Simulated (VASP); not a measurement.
# SnSe2 in VASP: notebook

SnSe2 is run at these levels: PBE; tasks: single point.

Program: VASP 6.6.1. These are calculated values, not measurements. Logs are shortened: lines on timing, memory, paths and dates and some standing lists are left out, and cuts for length are marked.

**1. The cell of the first run**

The typed cell holds 3 atoms: a = 3.811 Å, b = 3.811 Å, c = 6.136 Å, α = 90.00°, β = 90.00°, γ = 60.00°.

**2. Single point, PBE**

INCAR reads:

```
SYSTEM = SnSe2
PREC = Accurate ; ENCUT = 520
EDIFF = 1E-6 ; ISMEAR = 1
SIGMA = 0.109 ; LREAL = .FALSE.
LASPH = .TRUE. ; NELM = 80
ALGO = Normal ; ISIF = 2
LWAVE = .FALSE. ; LCHARG = .TRUE.
GGA = PE ; LELF = .TRUE.
LVHAR = .TRUE. ; NBANDS = 20
```

KPOINTS reads:

```
regular mesh
0
G
  5 5 3
  0 0 0
```

POSCAR reads:

```
SnSe2
1.0
    1.9054990000      3.3004190000      0.0000000000
   -1.9054990000      3.3004190000      0.0000000000
    0.0000000000      0.0000000000      6.1359980000
Sn Se
1 2
Direct
    0.0000000000      0.0000000000      0.0000000000
    0.3333000000      0.3334000000      0.2490000000
    0.6667000000      0.6666000000      0.7510000000
```

Potentials or basis: VASP PAW PBE potentials, release 64 (Sn_d, Se).

On the command line:

```sh
> cat potpaw_PBE.64/Sn_d/POTCAR potpaw_PBE.64/Se/POTCAR > POTCAR
> mpirun -np 1 vasp_std > vasp.out
```

OUTCAR:

```text
SYSTEM = SnSe2
   PREC = Accurate
   ENCUT = 520
   EDIFF = 1E-6
   ISMEAR = 1
   LREAL = .FALSE.
   LASPH = .TRUE.
   NELM = 80
   ISIF = 2
   GGA = PE

 ion  position               nearest neighbor table
   1  0.000  0.000  0.000-   3 2.68   2 2.68   3 2.68   2 2.68   3 2.68   2 2.68
   2  0.333  0.333  0.249-   1 2.68   1 2.68   1 2.68
   3  0.667  0.667  0.751-   1 2.68   1 2.68   1 2.68

  LATTYP: Found a hexagonal cell.
 ALAT       =     3.8109961971
 C/A-ratio  =     1.6100771774

  Lattice vectors:

 A1 = (   1.9054990000,  -3.3004190000,   0.0000000000)
 A2 = (   1.9054990000,   3.3004190000,   0.0000000000)
 A3 = (   0.0000000000,   0.0000000000,   6.1359980000)

Analysis of symmetry for initial positions (statically):
=====================================================================
 Subroutine PRICEL returns:
 Original cell was already a primitive cell.

 Routine SETGRP: Setting up the symmetry group for a
 hexagonal supercell.

 Subroutine GETGRP returns: Found  4 space group operations
 (whereof  4 operations were pure point group operations)
 out of a pool of 24 trial point group operations.

The static configuration has the point symmetry C_2h.

Analysis of symmetry for dynamics (positions and initial velocities):
=====================================================================
 Subroutine PRICEL returns:
 Original cell was already a primitive cell.

 Routine SETGRP: Setting up the symmetry group for a
 hexagonal supercell.

 Subroutine GETGRP returns: Found  4 space group operations
 (whereof  4 operations were pure point group operations)
 out of a pool of 24 trial point group operations.

The dynamic configuration has the point symmetry C_2h.

 Subroutine INISYM returns: Found  4 space group operations
 (whereof  4 operations are pure point group operations),
 and found     1 'primitive' translations

----------------------------------------------------------------------------------------

                                     Primitive cell

  volume of cell :      77.1779

  direct lattice vectors                    reciprocal lattice vectors
     1.905499000  3.300419000  0.000000000     0.262398458  0.151495916  0.000000000
    -1.905499000  3.300419000  0.000000000    -0.262398458  0.151495916  0.000000000
     0.000000000  0.000000000  6.135998000     0.000000000  0.000000000  0.162972674

  length of vectors
     3.810996197  3.810996197  6.135998000     0.302991689  0.302991689  0.162972674

  position of ions in fractional coordinates (direct lattice)
     0.000000000  0.000000000  0.000000000
     0.333300000  0.333400000  0.249000000
     0.666700000  0.666600000  0.751000000

  ion indices of the primitive-cell ions
   primitive index   ion index
                 1           1
                 2           2
                 3           3

----------------------------------------------------------------------------------------

 KPOINTS: regular mesh

Automatic generation of k-mesh.
 Grid dimensions read from file:
 generate k-points for:    5    5    3

 Generating k-lattice:

  Cartesian coordinates                     Fractional coordinates (reciprocal lattice)
     0.052479692  0.030299183  0.000000000     0.200000000 -0.000000000  0.000000000
    -0.052479692  0.030299183  0.000000000    -0.000000000  0.200000000  0.000000000
     0.000000000  0.000000000  0.054324225     0.000000000  0.000000000  0.333333333

  Length of vectors
     0.060598338  0.060598338  0.054324225

  Shift w.r.t. Gamma in fractional coordinates (k-lattice)
     0.000000000  0.000000000  0.000000000

 Subroutine IBZKPT returns following result:
 ===========================================

 Found     24 irreducible k-points:

 Following reciprocal coordinates:
            Coordinates               Weight
  0.000000  0.000000  0.000000      1.000000
  0.200000 -0.000000  0.000000      4.000000
 -0.000000  0.200000  0.000000      2.000000
  0.400000 -0.000000  0.000000      4.000000
 -0.000000  0.400000  0.000000      2.000000
  0.400000  0.200000  0.000000      2.000000
[... 16 lines left out ...]
 -0.200000  0.400000  0.333333      4.000000
  0.400000 -0.200000  0.333333      4.000000
   k-points           NKPTS =     24   k-points in BZ     NKDIM =     24   number of bands    NBANDS=     20
   number of dos      NEDOS =    301   number of ions     NIONS =      3
   total plane-waves  NPLWV =  37632
   dimension x,y,z NGX =    28 NGY =   28 NGZ =   48
   dimension x,y,z NGXF=    56 NGYF=   56 NGZF=   96
   ions per type =               1   2
   NGX,Y,Z   is equivalent  to a cutoff of  12.21, 12.21, 13.00 a.u.
   NGXF,Y,Z  is equivalent  to a cutoff of  24.43, 24.43, 26.01 a.u.
 SYSTEM =  SnSe2
   PREC   = accura    normal or accurate (medium, high low for compatibility)
   ISTART =      0    job   : 0-new  1-cont  2-samecut
   ICHARG =      2    charge: 1-file 2-atom 10-const
   ISPIN  =      1    spin polarized calculation?
   LNONCOLLINEAR =      F non collinear calculations
   LSORBIT =      F    spin-orbit coupling
   LASPH  =      T    aspherical Exc in radial PAW
   ENCUT  =  520.0 eV  38.22 Ry    6.18 a.u.   7.09  7.09 11.41*2*pi/ulx,y,z
   NELM   =     80;   NELMIN=  2; NELMDL= -5     # of ELM steps
   EDIFF  = 0.1E-05   stopping-criterion for ELM
   LREAL  =      F    real-space projection
   EDIFFG = 0.1E-04   stopping-criterion for IOM
   NSW    =      0    number of steps for IOM
   IBRION =     -1    ionic relax: 0-MD 1-quasi-New 2-CG
   NFREE  =      0    steps in history (QN), initial steepest desc. (CG)
   ISIF   =      2    stress and relaxation
   ISYM   =      2    0-nonsym 1-usesym 2-fastsym
   POTIM  = 0.5000    time-step for ionic-motion
   TEBEG  =    0.0;   TEEND  =   0.0 temperature during run
   PSTRESS=    0.0 pullay stress
   NELECT =      26.0000    total number of electrons
   NUPDOWN=      -1.0000    fix difference up-down
   EMIN   =  10.00;   EMAX   =-10.00  energy-range for DOS
   EFERMI =   0.00;   METHOD = LEGACY
   ISMEAR =     1;   SIGMA  =   0.11  broadening in eV -4-tet -1-fermi 0-gaus
   EFERMI_NEDOS =   21; number of points for ismear=-14 and -15
   IALGO  =     38    algorithm
   IMIX   =      4    mixing-type and parameters
     AMIX     =   0.40;   BMIX     =  1.00
     AMIX_MAG =   1.60;   BMIX_MAG =  1.00
  volume/ion in A,a.u.               =      25.73       173.61
  Fermi-wavevector in a.u.,A,eV,Ry     =   1.139117  2.152619 17.654746  1.297587
  Thomas-Fermi vector in A             =   2.275821
   LORBIT       =      0    0 simple, 1 ext, 2 COOP (PROOUT), +10 PAW based schemes
   GGA     = PE    functional components
   LHFCALC =     F    Hartree Fock is set to
   AEXX    =    0.0000 exact exchange contribution
   IVDW    =     0    specifies the selected vdW correction
   LEPSILON=     F    determine dielectric tensor
   LRPA    =     F    only Hartree local field effects (RPA)
 non-spin polarized calculation
 Methfessel and Paxton  Order N= 1 SIGMA  =   0.11
  energy-cutoff  :      520.00
  volume of cell :       77.18
 maximum number of plane-waves:      2095
   NGX = 15   NGY = 15   NGZ = 23

 number of electron      26.0000006 magnetization

 Free energy of the ion-electron system (eV)
  ---------------------------------------------------
  ext. energy  EPLUGINS =         0.00000000
  ---------------------------------------------------
  free energy    TOTEN  =       -11.71090509 eV

  energy without entropy =      -11.71276326  energy(sigma->0) =      -11.71152448

 E-fermi :   4.1924     XC(G=0):  -9.4501

 val. band max:        4.1752368714   @ k =   0.0000   0.0000   0.0000
 cond. band min:       4.9694971309   @ k =   0.4000   0.4000   0.3333
 fundamental gap:      0.7942602595
 Fermi energy:         4.1924467788

 k-point     1 :       0.0000    0.0000    0.0000
  band No.  band energies     occupation
      1     -17.0990      2.00000
      2     -17.0990      2.00000
      3     -17.0625      2.00000
      4     -17.0463      2.00000
      5     -17.0463      2.00000
      6      -9.8195      2.00000
[... 12 lines left out ...]
     19      13.1163      0.00000
     20      13.1171      0.00000

 k-point     2 :       0.2000   -0.0000    0.0000
  band No.  band energies     occupation
      1     -17.1189      2.00000
      2     -17.0883      2.00000
      3     -17.0570      2.00000
      4     -17.0479      2.00000
      5     -17.0417      2.00000
      6      -9.4259      2.00000
[... 12 lines left out ...]
     19      12.3163      0.00000
     20      13.4976      0.00000

 k-point     3 :      -0.0000    0.2000    0.0000
  band No.  band energies     occupation
      1     -17.1189      2.00000
      2     -17.0882      2.00000
      3     -17.0570      2.00000
      4     -17.0479      2.00000
      5     -17.0417      2.00000
      6      -9.4259      2.00000
[... 12 lines left out ...]
     19      12.3158      0.00000
     20      13.4977      0.00000

 k-point     4 :       0.4000   -0.0000    0.0000
  band No.  band energies     occupation
      1     -17.1543      2.00000
      2     -17.0808      2.00000
      3     -17.0672      2.00000
      4     -17.0281      2.00000
      5     -17.0240      2.00000
      6      -8.4600      2.00000
[... 12 lines left out ...]
     19      13.7582      0.00000
     20      14.4079      0.00000

 k-point     5 :      -0.0000    0.4000    0.0000
  band No.  band energies     occupation
      1     -17.1543      2.00000
      2     -17.0808      2.00000
      3     -17.0672      2.00000
      4     -17.0281      2.00000
      5     -17.0240      2.00000
      6      -8.4601      2.00000
[... 12 lines left out ...]
     19      13.7581      0.00000
     20      14.4083      0.00000
[... 353 lines left out ...]
      6      -8.6239      2.00000
[... 12 lines left out ...]
     19      11.8934      0.00000
     20      13.2017      0.00000

 k-point    22 :      -0.4000    0.2000    0.3333
  band No.  band energies     occupation
      1     -17.1429      2.00000
      2     -17.0989      2.00000
      3     -17.0571      2.00000
      4     -17.0299      2.00000
      5     -17.0267      2.00000
      6      -7.9011      2.00000
[... 12 lines left out ...]
     19      13.0079      0.00000
     20      14.2189      0.00000

 k-point    23 :      -0.2000    0.4000    0.3333
  band No.  band energies     occupation
      1     -17.1430      2.00000
      2     -17.0989      2.00000
      3     -17.0571      2.00000
      4     -17.0299      2.00000
      5     -17.0267      2.00000
      6      -7.9013      2.00000
[... 12 lines left out ...]
     19      13.0071      0.00000
     20      14.2181      0.00000

 k-point    24 :       0.4000   -0.2000    0.3333
  band No.  band energies     occupation
      1     -17.1429      2.00000
      2     -17.0989      2.00000
      3     -17.0571      2.00000
      4     -17.0299      2.00000
      5     -17.0267      2.00000
      6      -7.9011      2.00000
[... 12 lines left out ...]
     19      13.0065      0.00000
     20      14.2186      0.00000

------------------------ aborting loop because EDIFF is reached ----------------------------------------

  FORCE on cell =-STRESS in cart. coord.  units (eV):
  Direction    XX          YY          ZZ          XY          YZ          ZX
  --------------------------------------------------------------------------------------
  -------------------------------------------------------------------------------------
  Total        2.6144138      2.6137462      3.0740714     -0.0005753     -0.0013655      0.0023651
  in kB       54.2740090     54.2601503     63.8162861     -0.0119427     -0.0283467      0.0490983
  external PRESSURE =      57.4501485 kB  Pullay stress =       0.0000000 kB

 VOLUME and BASIS-vectors are now :
 -----------------------------------------------------------------------------
  energy-cutoff  :      520.00
  volume of cell :       77.18
      direct lattice vectors                 reciprocal lattice vectors
     1.905499000  3.300419000  0.000000000     0.262398458  0.151495916  0.000000000
    -1.905499000  3.300419000  0.000000000    -0.262398458  0.151495916  0.000000000
     0.000000000  0.000000000  6.135998000     0.000000000  0.000000000  0.162972674

 POSITION                                       TOTAL-FORCE (eV/Angst)
 -----------------------------------------------------------------------------------
      0.00000      0.00000      0.00000        -0.000000     -0.000000      0.000000
     -0.00019      2.20039      1.52786         0.000913     -0.000527      0.750401
      0.00019      4.40045      4.60813        -0.000913      0.000527     -0.750401
 -----------------------------------------------------------------------------------
    total drift:                               -0.000000     -0.000000      0.000000

  FREE ENERGIE OF THE ION-ELECTRON SYSTEM (eV)
  ---------------------------------------------------
  free  energy   TOTEN  =       -11.7109050916 eV

  energy  without entropy=      -11.7127632621  energy(sigma->0) =      -11.71152448
```

Run time: 30 s. Hardware: 1 thread of Intel Xeon 8259CL, shared host; peak memory 0.2 GiB.

Results:

* Free energy: -11.7109 eV
* Pressure: 5.7 GPa
* Largest force: 0.750 eV/Å
* Band gap on the k mesh: 0.79 eV, indirect (least direct gap 1.09 eV)

Forces in eV/Å, atoms in the order of the input:
```
Sn   0.000  0.000  0.000
Se   0.001 -0.001  0.750
Se  -0.001  0.001 -0.750
```

Caveat: spin-orbit coupling is left out, which moves the levels of the heavy elements.

**3. Single point, PBE**

INCAR reads:

```
ALGO = Normal ; EDIFF = 1E-6
ENCUT = 520 ; GGA = PE
ISIF = 2 ; ISMEAR = 1
LASPH = True ; LCHARG = False
LREAL = False ; LWAVE = False
NBANDS = 20 ; NELM = 80
PREC = Accurate ; SIGMA = 0.109
```

KPOINTS reads:

```
k-points
0
Gamma
  5 5 3
```

POSCAR is that of step 2.

Potentials or basis: VASP PAW PBE potentials, release 64 (Sn_d, Se).

On the command line:

```sh
> cat potpaw_PBE.64/Sn_d/POTCAR potpaw_PBE.64/Se/POTCAR > POTCAR
> mpirun -np 1 vasp_std > vasp.out
```

Run time: 37 s. Hardware: 1 thread of Intel Xeon 8259CL, shared host; peak memory 0.2 GiB.

The run converged. Its results:

* Free energy: -11.7109 eV
* Pressure: 5.7 GPa
* Largest force: 0.750 eV/Å
* Band gap on the k mesh: 0.79 eV, indirect (least direct gap 1.09 eV)

Forces in eV/Å, atoms in the order of the input:
```
Sn   0.000  0.000  0.000
Se   0.001 -0.001  0.750
Se  -0.001  0.001 -0.750
```

Stress tensor (GPa, compression positive):
```
5.43 0.00 0.00
0.00 5.43 0.00
0.00 0.00 6.38
```

Levels at points of the mesh, in eV from the valence-band top:
```csv
k point,band 9,band 10,band 11,band 12,band 13,band 14,band 15,band 16,band 17,band 18
"(0.00, 0.00, 0.00)",-0.70,-0.69,-0.39,-0.39,0.00,1.09,2.95,4.64,4.64,8.13
```

Caveat: spin-orbit coupling is left out, which moves the levels of the heavy elements.
